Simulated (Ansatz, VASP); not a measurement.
# One calculation of Zn2C, two programs

```
CELL_PARAMETERS angstrom
0.00000 2.44415 2.44415
2.44415 0.00000 2.44415
2.44415 2.44415 0.00000
ATOMIC_POSITIONS crystal
C 0.00000 0.00000 0.00000
Zn 0.25000 0.25000 0.25000
Zn 0.75000 0.75000 0.75000
```

Change from the starting cell: hydrostatic strain -5.2%.

Alike in both runs: task single point; functional PBE; k mesh 8 × 8 × 8; occupations fermi-dirac, width 0.02 eV; no spin polarisation.

|  | VASP | Ansatz |
| --- | --- | --- |
| version | VASP 6.6.1 | Ansatz 0.2.0 |
| potentials or method | VASP PAW PBE potentials, release 64 (C, Zn) | plane waves, PAW |
| plane-wave cutoff (eV) | 520 | 420 |
| valence electrons in the cell | 28 | 28 |

|  | VASP | Ansatz | Ansatz less VASP |
| --- | --- | --- | --- |
| pressure (GPa) | 40.0 | 38.7 | -1.32 |

Both programs put the cell under a high pressure, so it lies far from rest at this level.
